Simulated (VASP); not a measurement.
A run of VASP 6.6.1 is set up as follows.

Contents of INCAR:

```
SYSTEM = Be3Cd2Te
PREC = Accurate
ENCUT = 600
EDIFF = 1E-6
ISMEAR = 0
SIGMA = 0.1
LREAL = .FALSE.
LASPH = .TRUE.
NELM = 120
ALGO = Normal
ISIF = 2
LWAVE = .FALSE.
LCHARG = .TRUE.
GGA = PE
LELF = .TRUE.
LVHAR = .TRUE.
NBANDS = 27
GGA_COMPAT = .FALSE.
```

Contents of KPOINTS:

```
Automatic mesh
0
G
  4 4 4
  0 0 0
```

Contents of POSCAR:

```
Be3Cd2Te
1.0
   -2.6350308652      2.6350308652      4.4715822321
    2.6350308652     -2.6350308652      4.4715822321
    2.6350308652      2.6350308652     -4.4715822321
Be Cd Te
3 2 1
Direct
    0.7631625318      0.7631625318      0.0000000000
    0.2368374682      0.2368374682      0.0000000000
    0.0000000000      0.0000000000      0.0000000000
    0.7500000000      0.2500000000      0.5000000000
    0.2500000000      0.7500000000      0.5000000000
    0.5000000000      0.5000000000      0.0000000000
```

Potentials or basis: VASP PAW PBE potentials, release 64 (Be, Cd, Te).

Run with:

```bash
$ cat potpaw_PBE.64/Be/POTCAR potpaw_PBE.64/Cd/POTCAR potpaw_PBE.64/Te/POTCAR > POTCAR
$ mpirun -np 1 vasp_std > vasp.out
```

(1) What does it give for the pressure?

(2) Estimate the largest force.

(3) Estimate the band gap on the k mesh.

## Answers

(1) 0.1 GPa.

(2) 0.011 eV/Å.

(3) zero (bands 18 and 19 overlap by 1.56 eV).

Caveat: spin-orbit coupling is left out, which moves the levels of the heavy elements.
